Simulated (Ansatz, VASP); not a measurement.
## Two plane-wave programs on AlGa3N4

The input INCAR:

```
SYSTEM = AlGa3N4
  ALGO = Normal
  EDIFF = 1E-7
  ENCUT = 520
  GGA = PS
  ISIF = 2
  ISMEAR = 0
  LASPH = .TRUE.
  LCHARG = .FALSE.
  LREAL = .FALSE.
  LWAVE = .FALSE.
  NBANDS = 41
  NELM = 60
  PREC = Accurate
  SIGMA = 0.05
```

File KPOINTS:

```
k-points
0
G
  6 8 6
  0 0 0
```

File POSCAR:

```
AlGa3N4
1.0
    5.1423511994      0.0000000000      0.0001215027
    0.0000000000      3.1649848006      0.0000000000
   -0.0035856898      0.0000000000      5.4784941377
Al Ga N
1 3 4
Direct
   -0.0029335330      0.5000000000      0.6690578322
    0.4986677736      0.5000000000      0.3351020571
    0.4993867774      0.0000000000      0.8315251798
    1.0004351633      0.0000000000      0.1662953897
    0.1228894316      0.5000000000      0.3267473875
    0.1171247685      0.0000000000      0.8356578948
    0.6175543129      0.0000000000      0.1606809206
    0.6358269564      0.5000000000      0.6723032957
```

Input for Ansatz:

```yaml
crystal:
  lattice:
    - [5.1423511994, 0.0, 0.0001215027]
    - [0.0, 3.1649848006, 0.0]
    - [-0.0035856898, 0.0, 5.4784941377]
  atoms:
    - { symbol: Al, position: [-0.002933533, 0.5, 0.6690578322] }
    - { symbol: Ga, position: [0.4986677736, 0.5, 0.3351020571] }
    - { symbol: Ga, position: [0.4993867774, 0.0, 0.8315251798] }
    - { symbol: Ga, position: [1.0004351633, 0.0, 0.1662953897] }
    - { symbol: "N", position: [0.1228894316, 0.5, 0.3267473875] }
    - { symbol: "N", position: [0.1171247685, 0.0, 0.8356578948] }
    - { symbol: "N", position: [0.6175543129, 0.0, 0.1606809206] }
    - { symbol: "N", position: [0.6358269564, 0.5, 0.6723032957] }
basis:
  ecutwfc: 420
kpoints:
  mp_grid: { grid: [6, 8, 6] }
hamiltonian:
  xc: pbesol
scf:
  occupations: { method: gaussian, width: 0.05 }
output:
  forces: true
  stress: true
  eigenvalues: true
```

Change from the starting cell: mode 24 (697.0 1/cm) frozen in, largest displacement -0.075 Å.

Alike in both runs: task single point; functional PBEsol; k mesh 6 × 8 × 6; occupations gaussian, width 0.05 eV; no spin polarisation.

|  | VASP | Ansatz |
| --- | --- | --- |
| version | VASP 6.6.1 | Ansatz 0.2.0 |
| potentials or method | VASP PAW PBE potentials, release 64 (Al, Ga_d, N), cutoff 520 eV | scalar-relativistic, plane waves, PAW |
| valence electrons in the cell | 62 | 62 |

|  | VASP | Ansatz | Ansatz less VASP |
| --- | --- | --- | --- |
| gap on the k mesh at the Fermi level (eV) | 2.35 | 2.33 | -0.018 |
| least direct gap on the mesh (eV) | 2.35 | 2.33 | -0.018 |
| pressure (GPa) | 0.3 | 0.5 | +0.18 |
| traceless stress, the component that is largest in VASP (GPa) | 0.73 | 0.68 | -0.058 |
| rms of the force components (eV/Å) | 0.549 | 0.549 | +0.0001 |

VASP's potentials were made for PBE, not for PBEsol. Atom by atom the forces differ by 0.005 eV/Å (rms over components).
